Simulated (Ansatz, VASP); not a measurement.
SnO in VASP and in Ansatz

Contents of POSCAR:

```
SnO
1.0
    3.1034067823      0.0000000000      0.0000000000
    0.0000000000      3.1034067823      0.0000000000
    0.0000000000      0.0000000000      3.1034067823
Sn O
1 1
Direct
    0.0000000000      0.0000000000      0.0000000000
    0.5000000000      0.5000000000      0.5000000000
```

INCAR.step1

```
PREC = Accurate
ENCUT = 520
EDIFF = 1E-5
ISMEAR = 0
SIGMA = 0.01
LREAL = False
LASPH = True
NELM = 80
ALGO = Normal
ISIF = 2
LWAVE = True
LCHARG = False
NBANDS = 17
GGA = PE
```

INCAR.step2

```
PREC = Accurate
ENCUT = 520
EDIFF = 1E-7
ISMEAR = 0
SIGMA = 0.01
LREAL = False
LASPH = True
NELM = 80
ALGO = Normal
ISIF = 2
LWAVE = False
LCHARG = False
GGA = PE
LHFCALC = True
AEXX = 0.2
HFSCREEN = 0.2078
PRECFOCK = Normal
NBANDS = 17
ISTART = 1
```

File KPOINTS:

```
Automatic mesh
0
Gamma
  4 4 4
```

Input for Ansatz:

```yaml
crystal:
  lattice:
    - [3.1034067823, 0.0, 0.0]
    - [0.0, 3.1034067823, 0.0]
    - [0.0, 0.0, 3.1034067823]
  atoms:
    - { symbol: Sn, position: [0.0, 0.0, 0.0] }
    - { symbol: O, position: [0.5, 0.5, 0.5] }
kpoints:
  mp_grid: { grid: [4, 4, 4] }
hamiltonian:
  xc:
    exchange: pbe
    correlation: pbe
    exx: { coeff: 0.2, omega: 0.2078 }
scf:
  occupations: { method: fixed }
  n_extra_bands: 4
output:
  forces: true
  stress: true
  eigenvalues: true
```

Alike in both runs: task single point; functional PBE-based screened hybrid; k mesh 4 × 4 × 4; no spin polarisation.

```csv
,VASP,Ansatz
version,VASP 6.6.1,Ansatz 0.2.0
potentials or method,"VASP PAW PBE potentials, release 64 (Sn_d, O)",plane waves
plane-wave cutoff (eV),520,420
occupations,"gaussian, width 0.01 eV",fixed
valence electrons in the cell,20,20
```

```tsv
	VASP	Ansatz	Ansatz less VASP
gap on the k mesh at the Fermi level (eV)	1.01	1.01	0.000
pressure (GPa)	-0.1	-0.1	-0.06
```

VASP's potentials were made for PBE, not for PBE-based screened hybrid. Ansatz's warnings: stress exchange threshold loose, stress scf threshold loose.

The k mesh is coarse, so the values compare programs but aren't converged.
